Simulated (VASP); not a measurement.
**Ge7H2: single point with LDA**

Ge7H2, a slab with vacuum:

```
CELL_PARAMETERS angstrom
3.97523 0.00000 0.00000
0.00000 7.95046 0.00000
0.00000 0.00000 22.18917
ATOMIC_POSITIONS crystal
Ge 0.00000 0.25000 0.22112
Ge 0.00000 0.75000 0.22112
Ge 0.00000 0.50000 0.28446
Ge 0.00000 0.00000 0.28446
Ge 0.50000 0.50000 0.34780
Ge 0.50000 0.00000 0.34780
Ge 0.50000 0.74972 0.41238
Ge 0.50000 0.25050 0.40781
Ge 0.00000 0.74004 0.47634
Ge 0.00000 0.26449 0.46911
Ge 0.00000 0.99774 0.53710
Ge 0.00000 0.49321 0.54380
Ge 0.50000 0.15438 0.55983
Ge 0.50000 0.43175 0.60940
H 0.69143 0.25000 0.17968
H 0.30857 0.25000 0.17968
H 0.30792 0.75000 0.17942
H 0.69208 0.75000 0.17942
```

```yaml
Program: VASP 6.6.1
Task: single point
Functional: LDA
Potentials_or_basis: VASP PAW LDA potentials, release 64 (Ge_d, H)
Cutoff: 520 eV
k_mesh: 6 × 3 × 1
Occupations: gaussian, width 0.05 eV
Spin: no spin polarisation
Dipole_correction: yes
Further_INCAR_settings: LREAL = Auto; ALGO = Normal; EDIFF = 1e-07; NBANDS = 115
```

```yaml
Largest_force: 0.574 eV/Å
Band_gap_on_the_k_mesh: 0.36 eV, direct
```

Forces in eV/Å, atoms in the order of the input:
```
Ge   0.000  0.019  0.319
Ge   0.000 -0.036  0.256
Ge   0.000  0.097 -0.226
Ge   0.000 -0.065 -0.198
Ge   0.000  0.286 -0.298
Ge   0.000 -0.306 -0.178
Ge   0.000 -0.021  0.006
Ge   0.000 -0.006  0.010
Ge   0.000  0.024  0.021
Ge   0.000  0.008  0.003
Ge   0.000  0.001 -0.006
Ge   0.000 -0.011 -0.004
Ge   0.000 -0.008  0.574
Ge   0.000  0.003 -0.237
H   -0.015 -0.003 -0.020
H    0.015 -0.003 -0.020
H    0.002  0.010 -0.001
H   -0.002  0.010 -0.001
```

Levels at points of the mesh, in eV from the valence-band top:
| k point | band 96 | band 97 | band 98 | band 99 | band 100 | band 101 | band 102 | band 103 | band 104 | band 105 |
| --- | --- | --- | --- | --- | --- | --- | --- | --- | --- | --- |
| (0.00, 0.00, 0.00) | -1.01 | -0.66 | -0.31 | -0.29 | -0.07 | 0.41 | 1.02 | 1.21 | 1.39 | 1.55 |
| (0.50, 0.00, 0.00) | -1.26 | -1.14 | -1.02 | -0.89 | -0.81 | 0.50 | 0.87 | 1.36 | 1.82 | 1.97 |

Wall time 32 min on 1 thread of Intel Xeon 6975P-C, on a shared host, peak memory 0.69 GiB.
